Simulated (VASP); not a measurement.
# Se (Cmce) in VASP: notebook, part 2 of 2

VASP 6.6.1.

### Step 3. Single point, PBE

This run uses another cell than the first one, of 27.79 Å³/atom.

INCAR reads:

```
PREC = Accurate
ENCUT = 520
EDIFF = 1E-7
ISMEAR = 0
SIGMA = 0.1
LREAL = F
LASPH = T
NELM = 100
ALGO = Normal
ISIF = 2
LWAVE = F
LCHARG = F
GGA = PE
NBANDS = 20
```

KPOINTS reads:

```
Automatic mesh
0
Gamma
  4 4 4
```

POSCAR reads:

```
Se
1.0
    2.5394014253     -4.3038144891      0.0000000000
    2.5394014253      4.3038144891      0.0000000000
    0.0000000000      0.0000000000      5.0855585242
Se
4
Direct
    0.1525000000      0.8475000000      0.0785000000
    0.6525000000      0.3475000000      0.4215000000
    0.8475000000      0.1525000000      0.9215000000
    0.3475000000      0.6525000000      0.5785000000
```

Potentials or basis: VASP PAW PBE potentials, release 64 (Se).

Started as:

```console
$ cat potpaw_PBE.64/Se/POTCAR > POTCAR
$ mpirun -np 1 vasp_std > vasp.out
```

OUTCAR:

```text
PREC = Accurate
   ENCUT = 520
   EDIFF = 1E-7
   ISMEAR = 0
   LREAL = F
   LASPH = T
   NELM = 100
   ISIF = 2
   GGA = PE

 ion  position               nearest neighbor table
   1  0.153  0.847  0.078-   3 2.74
   2  0.653  0.347  0.422-   4 2.74
   3  0.847  0.153  0.922-   1 2.74
   4  0.347  0.653  0.578-   2 2.74

  LATTYP: Found a base centered orthorhombic cell.
 ALAT       =     5.0788028506
[... 677 lines left out ...]

  FORCE on cell =-STRESS in cart. coord.  units (eV):
  Direction    XX          YY          ZZ          XY          YZ          ZX
  --------------------------------------------------------------------------------------
  -------------------------------------------------------------------------------------
  Total       -3.8164416     -5.8187860     -1.1452562      0.0000000      0.0000000      0.0000000
  in kB      -55.0067076    -83.8666722    -16.5066785      0.0000000      0.0000000      0.0000000
  external PRESSURE =     -51.7933528 kB  Pullay stress =       0.0000000 kB

 VOLUME and BASIS-vectors are now :
 -----------------------------------------------------------------------------
  energy-cutoff  :      520.00
  volume of cell :      111.16
      direct lattice vectors                 reciprocal lattice vectors
     2.539401425 -4.303814489  0.000000000     0.196896794 -0.116176011  0.000000000
     2.539401425  4.303814489  0.000000000     0.196896794  0.116176011  0.000000000
     0.000000000  0.000000000  5.085558524     0.000000000  0.000000000  0.196635236

 POSITION                                       TOTAL-FORCE (eV/Angst)
 -----------------------------------------------------------------------------------
      2.53940      2.99115      0.39922         0.000000      0.862297     -0.047991
      2.53940     -1.31266      2.14356         0.000000      0.862297      0.047991
      2.53940     -2.99115      4.68634         0.000000     -0.862297      0.047991
      2.53940      1.31266      2.94200         0.000000     -0.862297     -0.047991
 -----------------------------------------------------------------------------------
    total drift:                               -0.000000     -0.000000     -0.000000

  FREE ENERGIE OF THE ION-ELECTRON SYSTEM (eV)
  ---------------------------------------------------
  free  energy   TOTEN  =       -11.7883068448 eV

  energy  without entropy=      -11.7664765798  energy(sigma->0) =      -11.77739171
```

Run time: 45 s. Hardware: 1 thread of AMD EPYC 7R43 (Zen 3), shared host; peak memory 0.2 GiB.

What came out:

| Quantity | Value |
| --- | --- |
| Free energy | -11.7883 eV |
| Pressure | -5.2 GPa |
| Largest force | 0.864 eV/Å |
| Band gap on the k mesh | zero (bands 12 and 13 overlap by 0.34 eV) |

Forces on the atoms (eV/Å):
```
Se   0.000  0.862 -0.048
Se   0.000  0.862  0.048
Se   0.000 -0.862  0.048
Se   0.000 -0.862 -0.048
```

Caveat: the cell stands under tension; this functional lacks dispersion, which holds the molecules together, so the pressure and a relaxed volume are unreliable.

### Step 4. Relaxation of cell and atoms, PBE

This run uses another cell than the first one, of 27.79 Å³/atom.

INCAR reads:

```
SYSTEM = Se
PREC = Accurate ; ENCUT = 600
EDIFF = 1E-7 ; ISMEAR = 0
SIGMA = 0.1 ; LREAL = .FALSE.
LASPH = .TRUE. ; NELM = 80
ALGO = Normal ; ISIF = 3
LWAVE = .FALSE. ; LCHARG = .FALSE.
GGA = PE ; IBRION = 2
NSW = 90 ; EDIFFG = -0.04
```

KPOINTS reads:

```
regular mesh
0
G
  4 4 4
  0 0 0
```

POSCAR is that of step 3.

Started as:

```console
$ cat potpaw_PBE.64/Se/POTCAR > POTCAR
$ mpirun -np 1 vasp_std > vasp.out
```

It took 20 min on 1 thread of AMD EPYC 7R43 (Zen 3), shared host; peak memory 0.23 GiB.

The run converged. Its results:

- Free energy: -13.2853 eV
- Relaxed volume: 28.13 Å³/atom
- Relaxed cell: a = 4.223 Å, b = 4.223 Å, c = 7.045 Å, α = 90.00°, β = 90.00°, γ = 116.39°
- Space group after relaxing (to 0.1 Å): Cmce (No. 64)
- Energy gained by relaxing: 374.2 meV/atom
- Ionic steps: 43
- Pressure after relaxing: -0.1 GPa
- Largest force after relaxing: 0.020 eV/Å
- Band gap on the k mesh: zero (bands 12 and 13 overlap by 1.48 eV)

Forces in eV/Å, atoms in the order of the input:
```
Se   0.000 -0.016 -0.011
Se   0.000 -0.016  0.011
Se   0.000  0.016  0.011
Se   0.000  0.016 -0.011
```

Stress tensor (GPa, compression positive):
```
-0.07  0.00  0.00
 0.00 -0.20  0.00
 0.00  0.00 -0.11
```

Step by step:
| step | energy change (eV) | largest force (eV/Å) | pressure (GPa) | volume (Å³) |
| --- | --- | --- | --- | --- |
| 1 | 0.0000 | 0.8637 | -5.18 | 111.16 |
| 3 | -0.4810 | 0.7806 | 2.49 | 95.82 |
| 5 | 0.3888 | 6.5285 | 18.87 | 100.44 |
| 7 | -0.6967 | 1.5251 | 9.43 | 99.06 |
| 9 | -0.9366 | 0.2173 | 4.17 | 102.71 |
| 11 | -1.1635 | 0.5559 | 0.79 | 120.29 |
| 13 | -1.1966 | 0.2346 | -0.93 | 121.98 |
| 15 | -1.2929 | 0.1839 | -0.31 | 118.13 |
| 17 | -1.3330 | 0.1652 | 0.69 | 113.81 |
| 19 | -1.4162 | 0.5974 | 1.37 | 116.92 |
| 21 | -1.4393 | 0.1517 | -0.22 | 119.60 |
| 23 | -1.4411 | 0.1493 | -0.18 | 119.35 |
| 25 | -1.4536 | 0.0499 | -0.13 | 117.68 |
| 27 | -1.4652 | 0.0375 | 0.14 | 115.09 |
| 29 | -1.4636 | 0.5647 | 1.62 | 111.63 |
| 31 | -1.4750 | 0.2606 | 0.80 | 113.38 |
| 33 | -1.4872 | 0.1893 | 0.32 | 113.07 |
| 35 | -1.4890 | 0.1593 | 0.08 | 112.85 |
| 37 | -1.4919 | 0.0948 | -0.36 | 113.08 |
| 39 | -1.4948 | 0.0493 | 0.04 | 111.83 |
| 41 | -1.4960 | 0.0673 | 0.19 | 111.91 |
| 43 | -1.4969 | 0.0197 | -0.13 | 112.52 |

Final structure:
```xyz
4
Lattice="2.2255 -3.5885 0.0000 2.2255 3.5885 0.0000 0.0000 0.0000 7.0446" Properties=species:S:1:pos:R:3 pbc="T T T"
Se    2.2255    2.6962    0.6958
Se    2.2255   -0.8923    2.8265
Se    2.2255   -2.6962    6.3488
Se    2.2255    0.8923    4.2181
```

Levels at points of the mesh, in eV from the Fermi level:
| k point | band 9 | band 10 | band 11 | band 12 | band 13 | band 14 | band 15 | band 16 |
| --- | --- | --- | --- | --- | --- | --- | --- | --- |
| (0.00, 0.00, 0.00) | -2.53 | -1.85 | -1.23 | -1.09 | -1.05 | -0.36 | 1.63 | 2.95 |
| (0.50, 0.00, 0.00) | -2.42 | -2.42 | -1.45 | -1.45 | 1.06 | 1.06 | 2.72 | 2.72 |
| (0.50, 0.50, 0.00) | -3.11 | -2.84 | -1.30 | -1.27 | 1.83 | 1.95 | 2.13 | 3.54 |
| (0.00, 0.00, 0.50) | -2.50 | -2.50 | -0.87 | -0.87 | -0.76 | -0.76 | 2.22 | 2.22 |
| (0.50, 0.00, 0.50) | -2.19 | -2.19 | -1.53 | -1.53 | 1.40 | 1.40 | 2.32 | 2.32 |
| (0.50, 0.50, 0.50) | -3.99 | -3.99 | 0.43 | 0.43 | 0.58 | 0.58 | 2.11 | 2.11 |

Caveat: a cell axis changed by over 15 % at a fixed basis, so the end point is rough; this functional lacks dispersion, which holds the molecules together, so the pressure and a relaxed volume are unreliable.

### Step 5. Summary

```tsv
task	cell	cutoff (eV)	gap on the mesh (eV)	pressure (GPa)	largest force (eV/Å)
single point	a = 5.403, b = 5.403, c = 4.335 Å, angles 90.0, 90.0, 123.3°, 4 atoms, atomic positions A	520	none	0.0	0.02
single point	a = 4.997, b = 4.997, c = 5.086 Å, angles 90.0, 90.0, 118.9°, 4 atoms, atomic positions B	520	none	-5.2	0.86
relaxation of cell and atoms	relaxed from a = 4.997, b = 4.997, c = 5.086 Å, angles 90.0, 90.0, 118.9°, 4 atoms, atomic positions B	600	none	-0.1	0.02
```

Alike in all rows: level PBE; potentials or basis VASP PAW PBE potentials, release 64 (Se); no spin polarisation; k mesh 4 × 4 × 4; smearing gaussian 0.1 eV.

Caveats: some runs use coarse meshes; this functional lacks dispersion, which holds the molecules together, so the pressure and a relaxed volume are unreliable (at least some runs); the cell stands under tension (at least some runs); a cell axis changed by over 15 % at a fixed basis, so the end point is rough (at least some runs).

Total energies depend on the potentials used, so only differences within one code and one set of settings carry meaning.
